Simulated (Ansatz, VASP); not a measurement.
**H2Se in VASP and in Ansatz**

```
Se H
1.0
    14.00000    0.00000    0.00000
     0.00000   14.50000    0.00000
     0.00000    0.00000   15.00000
Se H
1 2
Direct
  0.49858 0.53788 0.50031
  0.42102 0.46212 0.49913
  0.57898 0.46557 0.50087
```

Alike in both runs: task relaxation of the atoms; functional PBE; dispersion D3(BJ); k mesh 1 × 1 × 1; occupations gaussian, width 0.005 eV; no spin polarisation.

```csv
,VASP,Ansatz
version,VASP 6.6.1,Ansatz 0.2.0
potentials or method,"VASP PAW PBE potentials, release 64 (Se, H), cutoff 520 eV","scalar-relativistic, plane waves, PAW"
valence electrons in the cell,8,18
```

Ansatz gave:

| Property | Result |
| --- | --- |
| gap on the k mesh at the Fermi level, each at its own relaxed structure (eV) | 4.81 |

**Question.** What did VASP give for the same quantities?

**Answer.** gap on the k mesh at the Fermi level, each at its own relaxed structure (eV): 4.80.

VASP's potentials hold 8 valence electrons a cell and Ansatz's 18, so a difference there can come from the potentials and not from the codes.
